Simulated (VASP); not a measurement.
# ZrC (I4/mmm) in VASP: a series of runs

Runs on ZrC. Level: PBE. Tasks: single point.

All numbers are computed with VASP 6.6.1; they aren't measurements. Logs are shortened: lines on timing, memory, paths and dates and some standing lists are left out, and cuts for length are marked.

### 1 The cell of the first run

It takes space group I4/mmm (No. 139, tetragonal). Conventional cell: a = 3.324 Å, b = 3.324 Å, c = 4.841 Å, α = 90.00°, β = 90.00°, γ = 90.00°. Zr (site symmetry 4/mmm) has 6 C at 2.35 to 2.42 Å within 3.1 Å. C (site symmetry 4/mmm) has 6 Zr at 2.35 to 2.42 Å within 3.1 Å.

### 2 Single point, PBE (zz strain of +3 %)

INCAR

```
PREC = Accurate
ENCUT = 520
EDIFF = 1E-6
ISMEAR = -1
SIGMA = 0.05
LREAL = False
LASPH = True
NELM = 100
ALGO = Normal
ISIF = 2
LWAVE = False
LCHARG = False
GGA = PE
NBANDS = 15
```

KPOINTS

```
Automatic mesh
0
Gamma
  15 15 15
```

POSCAR

```
ZrC
1.0
    0.0000000000      2.3502100000      2.4207163000
    2.3502100000      0.0000000000      2.4207163000
    2.3502100000      2.3502100000      0.0000000000
Zr C
1 1
Direct
    0.5000000000      0.5000000000      0.5000000000
    0.0000000000      0.0000000000      0.0000000000
```

Potentials or basis: VASP PAW PBE potentials, release 64 (Zr_sv, C).

Started as:

```console
$ cat potpaw_PBE.64/Zr_sv/POTCAR potpaw_PBE.64/C/POTCAR > POTCAR
$ mpirun -np 1 vasp_std > vasp.out
```

OUTCAR:

```text
PREC = Accurate
   ENCUT = 520
   EDIFF = 1E-6
   ISMEAR = -1
   LREAL = False
   LASPH = True
   NELM = 100
   ISIF = 2
   GGA = PE

 ion  position               nearest neighbor table
   1  0.500  0.500  0.500-   2 2.35   2 2.35   2 2.35   2 2.35   2 2.42   2 2.42
   2  0.000  0.000  0.000-   1 2.35   1 2.35   1 2.35   1 2.35   1 2.42   1 2.42

  LATTYP: Found a body centered tetragonal cell.
 ALAT       =     3.3236988564
 C/A-ratio  =     1.4566399692

  Lattice vectors:

 A1 = (  -2.3502100000,   0.0000000000,   2.4207163000)
 A2 = (   2.3502100000,   0.0000000000,   2.4207163000)
 A3 = (   0.0000000000,   2.3502100000,  -2.4207163000)

Analysis of symmetry for initial positions (statically):
=====================================================================
 Subroutine PRICEL returns:
 Original cell was already a primitive cell.

 Routine SETGRP: Setting up the symmetry group for a
 body centered tetragonal supercell.

 Subroutine GETGRP returns: Found 16 space group operations
 (whereof 16 operations were pure point group operations)
 out of a pool of 16 trial point group operations.

The static configuration has the point symmetry D_4h.

Analysis of symmetry for dynamics (positions and initial velocities):
=====================================================================
 Subroutine PRICEL returns:
 Original cell was already a primitive cell.

 Routine SETGRP: Setting up the symmetry group for a
 body centered tetragonal supercell.

 Subroutine GETGRP returns: Found 16 space group operations
 (whereof 16 operations were pure point group operations)
 out of a pool of 16 trial point group operations.

The dynamic configuration has the point symmetry D_4h.

 Subroutine INISYM returns: Found 16 space group operations
 (whereof 16 operations are pure point group operations),
 and found     1 'primitive' translations

----------------------------------------------------------------------------------------

                                     Primitive cell

  volume of cell :      26.7416

  direct lattice vectors                    reciprocal lattice vectors
     0.000000000  2.350210000  2.420716300    -0.212746946  0.212746946  0.206550433
     2.350210000  0.000000000  2.420716300     0.212746946 -0.212746946  0.206550433
     2.350210000  2.350210000  0.000000000     0.212746946  0.212746946 -0.206550433

  length of vectors
     3.373922709  3.373922709  3.323698856     0.364946034  0.364946034  0.364946034

  position of ions in fractional coordinates (direct lattice)
     0.500000000  0.500000000  0.500000000
     0.000000000  0.000000000  0.000000000

  ion indices of the primitive-cell ions
   primitive index   ion index
                 1           1
                 2           2

----------------------------------------------------------------------------------------

 KPOINTS: Automatic mesh

Automatic generation of k-mesh.
 Grid dimensions read from file:
 generate k-points for:   15   15   15

 Generating k-lattice:

  Cartesian coordinates                     Fractional coordinates (reciprocal lattice)
    -0.014183130  0.014183130  0.013770029     0.066666667 -0.000000000  0.000000000
     0.014183130 -0.014183130  0.013770029    -0.000000000  0.066666667  0.000000000
     0.014183130  0.014183130 -0.013770029     0.000000000  0.000000000  0.066666667

  Length of vectors
     0.024329736  0.024329736  0.024329736

  Shift w.r.t. Gamma in fractional coordinates (k-lattice)
     0.000000000  0.000000000  0.000000000

 Subroutine IBZKPT returns following result:
 ===========================================

 Found    288 irreducible k-points:

 Following reciprocal coordinates:
            Coordinates               Weight
  0.000000  0.000000  0.000000      1.000000
  0.066667  0.000000  0.000000      8.000000
  0.133333 -0.000000  0.000000      8.000000
  0.200000  0.000000  0.000000      8.000000
  0.266667 -0.000000  0.000000      8.000000
  0.333333 -0.000000  0.000000      8.000000
[... 16 lines left out ...]
  0.133333  0.133333  0.000000      2.000000
  0.200000  0.133333  0.000000      8.000000
 [... further k-points ...]
   k-points           NKPTS =    288   k-points in BZ     NKDIM =    288   number of bands    NBANDS=     15
   number of dos      NEDOS =    301   number of ions     NIONS =      2
   total plane-waves  NPLWV =  21952
   dimension x,y,z NGX =    28 NGY =   28 NGZ =   28
   dimension x,y,z NGXF=    56 NGYF=   56 NGZF=   56
   ions per type =               1   1
   NGX,Y,Z   is equivalent  to a cutoff of  13.80, 13.80, 14.01 a.u.
   NGXF,Y,Z  is equivalent  to a cutoff of  27.59, 27.59, 28.01 a.u.
 SYSTEM =  unknown system
   PREC   = accura    normal or accurate (medium, high low for compatibility)
   ISTART =      0    job   : 0-new  1-cont  2-samecut
   ICHARG =      2    charge: 1-file 2-atom 10-const
   ISPIN  =      1    spin polarized calculation?
   LNONCOLLINEAR =      F non collinear calculations
   LSORBIT =      F    spin-orbit coupling
   LASPH  =      T    aspherical Exc in radial PAW
   ENCUT  =  520.0 eV  38.22 Ry    6.18 a.u.   6.27  6.27  6.18*2*pi/ulx,y,z
   NELM   =    100;   NELMIN=  2; NELMDL= -5     # of ELM steps
   EDIFF  = 0.1E-05   stopping-criterion for ELM
   LREAL  =      F    real-space projection
   EDIFFG = 0.1E-04   stopping-criterion for IOM
   NSW    =      0    number of steps for IOM
   IBRION =     -1    ionic relax: 0-MD 1-quasi-New 2-CG
   NFREE  =      0    steps in history (QN), initial steepest desc. (CG)
   ISIF   =      2    stress and relaxation
   ISYM   =      2    0-nonsym 1-usesym 2-fastsym
   POTIM  = 0.5000    time-step for ionic-motion
   TEBEG  =    0.0;   TEEND  =   0.0 temperature during run
   PSTRESS=    0.0 pullay stress
   NELECT =      16.0000    total number of electrons
   NUPDOWN=      -1.0000    fix difference up-down
   EMIN   =  10.00;   EMAX   =-10.00  energy-range for DOS
   EFERMI =   0.00;   METHOD = LEGACY
   ISMEAR =    -1;   SIGMA  =   0.05  broadening in eV -4-tet -1-fermi 0-gaus
   EFERMI_NEDOS =   21; number of points for ismear=-14 and -15
   IALGO  =     38    algorithm
   IMIX   =      4    mixing-type and parameters
     AMIX     =   0.40;   BMIX     =  1.00
     AMIX_MAG =   1.60;   BMIX_MAG =  1.00
  volume/ion in A,a.u.               =      13.37        90.23
  Fermi-wavevector in a.u.,A,eV,Ry     =   1.379492  2.606861 25.891850  1.902997
  Thomas-Fermi vector in A             =   2.504456
   LORBIT       =      0    0 simple, 1 ext, 2 COOP (PROOUT), +10 PAW based schemes
   GGA     = PE    functional components
   LHFCALC =     F    Hartree Fock is set to
   AEXX    =    0.0000 exact exchange contribution
   IVDW    =     0    specifies the selected vdW correction
   LEPSILON=     F    determine dielectric tensor
   LRPA    =     F    only Hartree local field effects (RPA)
 non-spin polarized calculation
  energy-cutoff  :      520.00
  volume of cell :       26.74
 maximum number of plane-waves:       733
 NGX is ok and might be reduce to    28
   NGX = 13   NGY = 13   NGZ = 13

 number of electron      16.0000000 magnetization

 Free energy of the ion-electron system (eV)
  ---------------------------------------------------
  ext. energy  EPLUGINS =         0.00000000
  ---------------------------------------------------
  free energy    TOTEN  =       -19.43876191 eV

  energy without entropy =      -19.43630391  energy(sigma->0) =      -19.43753291

 E-fermi :   9.2731     XC(G=0): -11.9863

 val. band max:        9.2238820622   @ k =   0.4000   0.0000   0.3333
 cond. band min:       9.2833272866   @ k =   0.1333   0.0667   0.0000
 fundamental gap:      0.0594452244
 Fermi energy:         9.2730729972

 k-point     1 :       0.0000    0.0000    0.0000
  band No.  band energies     occupation
      1     -38.9407      2.00000
      2     -16.6921      2.00000
      3     -16.6590      2.00000
      4     -16.6590      2.00000
      5      -1.9260      2.00000
      6      10.1148      0.00000
      7      10.1755      0.00000
      8      10.2485      0.00000
      9      10.2485      0.00000
     10      10.4569      0.00000
     11      10.4569      0.00000
     12      11.7915      0.00000
     13      12.1658      0.00000
     14      16.3136      0.00000
     15      19.6923      0.00000

 k-point     2 :       0.0667    0.0000    0.0000
  band No.  band energies     occupation
      1     -38.9369      2.00000
      2     -16.7129      2.00000
      3     -16.6776      2.00000
      4     -16.6614      2.00000
      5      -1.8295      2.00000
      6       9.4041      0.13571
      7       9.5544      0.00718
      8       9.6918      0.00046
      9      10.5187      0.00000
     10      10.6519      0.00000
     11      10.9286      0.00000
     12      12.3528      0.00000
     13      12.7273      0.00000
     14      16.5369      0.00000
     15      19.9586      0.00000

 k-point     3 :       0.1333   -0.0000    0.0000
  band No.  band energies     occupation
      1     -38.9261      2.00000
      2     -16.8057      2.00000
      3     -16.6951      2.00000
      4     -16.6682      2.00000
      5      -1.5506      2.00000
      6       8.4019      2.00000
      7       8.7528      1.99994
      8       8.8743      1.99931
      9      10.8405      0.00000
     10      10.9466      0.00000
     11      11.3425      0.00000
     12      13.4345      0.00000
     13      13.8370      0.00000
     14      17.1040      0.00000
     15      20.6778      0.00000
[... 343 lines left out ...]
 k-point    23 :       0.1333    0.1333    0.0000
  band No.  band energies     occupation
      1     -38.9226      2.00000
      2     -16.8126      2.00000
      3     -16.6979      2.00000
      4     -16.6979      2.00000
      5      -1.5006      2.00000
      6       7.6263      2.00000
      7       9.3416      0.40493
      8       9.3416      0.40493
      9       9.6007      0.00285
     10      12.0313      0.00000
     11      12.0313      0.00000
     12      12.3667      0.00000
     13      14.3238      0.00000
     14      17.3369      0.00000
     15      20.9523      0.00000

 k-point    24 :       0.2000    0.1333    0.0000
  band No.  band energies     occupation
      1     -38.9113      2.00000
      2     -16.8954      2.00000
      3     -16.7173      2.00000
      4     -16.7164      2.00000
      5      -1.2392      2.00000
      6       6.9922      2.00000
      7       8.6821      1.99999
      8       8.9975      1.99195
      9       9.8499      0.00002
     10      12.1402      0.00000
     11      12.4496      0.00000
     12      13.1824      0.00000
     13      15.0557      0.00000
     14      17.9846      0.00000
     15      21.6838      0.00000

 [... further k-points ...]

------------------------ aborting loop because EDIFF is reached ----------------------------------------

  FORCE on cell =-STRESS in cart. coord.  units (eV):
  Direction    XX          YY          ZZ          XY          YZ          ZX
  --------------------------------------------------------------------------------------
  -------------------------------------------------------------------------------------
  Total       -0.2607324     -0.2607324     -1.7642676      0.0000000      0.0000000      0.0000000
  in kB      -15.6213436    -15.6213436   -105.7031227      0.0000000      0.0000000      0.0000000
  external PRESSURE =     -45.6486033 kB  Pullay stress =       0.0000000 kB

 VOLUME and BASIS-vectors are now :
 -----------------------------------------------------------------------------
  energy-cutoff  :      520.00
  volume of cell :       26.74
      direct lattice vectors                 reciprocal lattice vectors
     0.000000000  2.350210000  2.420716300    -0.212746946  0.212746946  0.206550433
     2.350210000  0.000000000  2.420716300     0.212746946 -0.212746946  0.206550433
     2.350210000  2.350210000  0.000000000     0.212746946  0.212746946 -0.206550433

 POSITION                                       TOTAL-FORCE (eV/Angst)
 -----------------------------------------------------------------------------------
      2.35021      2.35021      2.42072        -0.000000     -0.000000      0.000000
      0.00000      0.00000      0.00000         0.000000      0.000000     -0.000000
 -----------------------------------------------------------------------------------
    total drift:                                0.000000      0.000000      0.000000

  FREE ENERGIE OF THE ION-ELECTRON SYSTEM (eV)
  ---------------------------------------------------
  free  energy   TOTEN  =       -19.4387619102 eV

  energy  without entropy=      -19.4363039109  energy(sigma->0) =      -19.43753291
```

It took 2.7 min on 1 thread of Intel Xeon 8259CL, shared host; peak memory 0.25 GiB.

What came out:

```yaml
Free_energy: -19.4388 eV
Pressure: -4.6 GPa
Band_gap_on_the_k_mesh: zero (bands 8 and 9 overlap by 1.37 eV)
```

Levels at points of the mesh, in eV from the Fermi level:
```tsv
k point	band 5	band 6	band 7	band 8	band 9	band 10	band 11	band 12
(0.00, 0.00, 0.00)	-11.20	0.84	0.90	0.98	0.98	1.18	1.18	2.52
```

Caveat: the cell differs from its parent crystal (zz strain of +3 %); the cell stands under tension.

(Part 1 of 2 ends here.)
